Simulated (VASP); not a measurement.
Here is a VASP 6.6.1 calculation.

File INCAR:

```
PREC = Accurate ; ENCUT = 520
EDIFF = 1E-7 ; ISMEAR = 1
SIGMA = 0.5 ; LREAL = F
LASPH = T ; NELM = 80
ALGO = Fast ; ISIF = 2
LWAVE = F ; LCHARG = F
GGA = PS ; NBANDS = 32
```

File KPOINTS:

```
Automatic mesh
0
Gamma
  12 12 8
```

File POSCAR:

```
AlNi2
1.0
    3.9740030242      0.0000000000      0.0000000000
   -1.9870015121      3.4415875737      0.0000000000
    0.0000000000      0.0000000000      4.9042588200
Al Ni
2 4
Direct
    0.3333333333      0.6666666667      0.1898740600
    0.6666666667      0.3333333333      0.8101259400
    0.3333333333      0.6666666667      0.6851100400
    0.6666666667      0.3333333333      0.3148899600
    0.0000000000      0.0000000000      0.5000000000
    0.0000000000      0.0000000000      0.0000000000
```

Potentials or basis: VASP PAW PBE potentials, release 64 (Al, Ni).

The run is started by

```bash
$ cat potpaw_PBE.64/Al/POTCAR potpaw_PBE.64/Ni/POTCAR > POTCAR
$ mpirun -np 1 vasp_std > vasp.out
```

Predict the pressure.

-0.2 GPa.

What does it give for the largest force?

0.092 eV/Å.

What does it give for the band gap on the k mesh?

Zero (bands 23 and 24 overlap by 4.20 eV).

Stress tensor (GPa, compression positive):
```
-0.08  0.00  0.00
 0.00 -0.08  0.00
 0.00  0.00 -0.35
```

Caveat: so wide a smearing shifts energies and pressures; the PAW data sets were made with another functional, which shifts forces and pressure a little. Spin polarisation is off, so any magnetic state and its effect on volume and gap are missing.
